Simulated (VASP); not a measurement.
A run of VASP 6.6.1 is set up as follows.

Contents of INCAR:

```
SYSTEM = Ga11CuP12
ALGO     = Normal         ! electronic algorithm
EDIFF    = 1E-5           ! SCF threshold, eV
ENCUT    = 350            ! plane-wave cutoff, eV
GGA      = PS             ! functional
ISIF     = 2              ! what is computed and relaxed
ISMEAR   = 0              ! smearing method
ISPIN    = 2              ! spin polarisation
ISYM     = 0            
KPAR     = 2            
LASPH    = .True.         ! aspherical terms in the spheres
LCHARG   = .False.        ! write CHGCAR
LDAU     = .True.         ! DFT+U
LDAUJ    = 0 0 0        
LDAUL    = 2 -1 -1        ! shell
LDAUPRINT= 1            
LDAUTYPE = 2            
LDAUU    = 5 0 0          ! U, eV
LMAXMIX  = 4              ! l up to which the mixer works
LORBIT   = 11             ! projections on sites
LREAL    = Auto         
LWAVE    = .False.        ! write WAVECAR
MAGMOM   = 2 0 0 0 0 0 0 0 0 0 0 0 0 0 0 0 0 0 0 0 0 0 0 0 ! initial moments
NBANDS   = 129            ! bands
NELM     = 120            ! most SCF steps
PREC     = Accurate       ! precision mode
SIGMA    = 0.03           ! smearing width, eV
```

KPOINTS

```
k-points
0
Gamma
  2 2 2
  0 0 0
```

Contents of POSCAR:

```
Ga11CuP12                               
1.0
    0.0000000000      8.1757500000      8.1757500000
    5.4505000000      0.0000000000      5.4505000000
    5.4505000000      5.4505000000      0.0000000000
  Cu              Ga              P             
     1    11    12
Direct
     0.9985365811390715    0.0006550261406407    0.0013206874077931
     0.0019460405873064    0.0024892818739523    0.4975110340615031
     0.0006784374349500    0.4992132746260755    0.0019046915452284
     0.0003769875593564    0.4986322795254134    0.4990607266311593
     0.3293333867264717    0.0018280038390721    0.0028010201584559
     0.3287170009268871    0.0017708273296045    0.5027135693112896
     0.3285737942107487    0.5026755517955601    0.0018750149981345
     0.3304926501841765    0.4994170993003335    0.5021940036407014
     0.6672303057892268    0.9999638975439791    0.0039933331297154
     0.6669718586819339    0.9985379244245189    0.4990837732526233
     0.6661281126133142    0.4930532360810041    0.0053930188661806
     0.6655458647745089    0.4975455577425451    0.5028845617318241
     0.0800252334888398    0.1227182284377579    0.1212335519755435
     0.0801970593110119    0.1220725142984197    0.6366707376911324
     0.0798525762104771    0.6360411476313523    0.1225133259334056
     0.0811782447857478    0.6265311594531286    0.6260373720077936
     0.4160309705399513    0.1256830708753819    0.1259855785338191
     0.4162553802224979    0.1235348846970921    0.6262555315323117
     0.4152985559442884    0.6249084096783957    0.1261954648208143
     0.4156417301426909    0.6247618763503365    0.6254446565976109
     0.7578725160787786    0.1182159081225841    0.1242089552952163
     0.7507071085417029    0.1219662075871482    0.6270086048108165
     0.7496924434204338    0.6230567355713712    0.1270899393707215
     0.7495271606856353    0.6220698970743365    0.6282338466961916
```

Potentials or basis: VASP PAW PBE potentials, release 64 (Cu, Ga_d, P).

Command:

```console
$ cat potpaw_PBE.64/Cu/POTCAR potpaw_PBE.64/Ga_d/POTCAR potpaw_PBE.64/P/POTCAR > POTCAR
$ mpirun -np 4 vasp_std > vasp.out
```

**Question.** What does it give for the pressure?

**Answer.** -1.8 GPa.

**Question.** Estimate the largest force.

**Answer.** 0.134 eV/Å.

**Question.** What does it give for the site moments?

**Answer.** Cu +0.05; Ga +0.00, +0.01, -0.00 (each value once); P +0.04, +0.02, -0.00, +0.01, +0.00 (each value once) μB.

**Question.** Predict the net moment.

**Answer.** 0.37 μB per cell.

Eigenvalues of the final occupation matrices:
```
    site  spin  trace               eigenvalues
site 1 d     1   4.67  0.92 0.93 0.94 0.94 0.94
site 1 d     2   4.63  0.91 0.91 0.93 0.94 0.94
```

Caveat: the k points lie up to 0.50 Å⁻¹ apart; the cutoff is under 1.25 times the usual one of these potentials, so pressure, stress and relaxed cells hold a basis-set (Pulay) error; the PAW data sets were made with another functional, which shifts forces and pressure a little; the U is typed as a test and isn't derived for this compound.
